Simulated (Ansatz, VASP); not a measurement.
**Two plane-wave programs on PC**

```
CELL_PARAMETERS angstrom
2.67427 0.00000 0.00000
0.00000 2.67427 0.00000
0.00000 0.00000 2.67256
ATOMIC_POSITIONS crystal
P 0.50000 0.50000 0.50000
C 0.00000 0.00000 0.00000
```

Change from the starting cell: species swapped into the MnIr type (P4/mmm, No. 123).

Alike in both runs: functional PBE; k mesh 7 × 7 × 5; occupations gaussian, width 0.2 eV; no spin polarisation.

Ansatz relaxed the structure, and its values are those at the end. VASP's run is a single point on that final structure, the one shown.

|  | VASP | Ansatz |
| --- | --- | --- |
| version | VASP 6.6.1 | Ansatz 0.2.0 |
| potentials or method | VASP PAW PBE potentials, release 64 (P, C), cutoff 600 eV | scalar-relativistic, plane waves, PAW |
| valence electrons in the cell | 9 | 9 |

|  | VASP | Ansatz | Ansatz less VASP |
| --- | --- | --- | --- |
| gap on the k mesh at the Fermi level (eV) | none | none | - |
| pressure (GPa) | -0.4 | -0.2 | +0.24 |

A gap of «none» marks a metal or a gap that the smearing closes. With one functional, cell and mesh, what is left measures potentials, basis and numerics.

The k mesh is coarse, so the values compare programs but aren't converged.
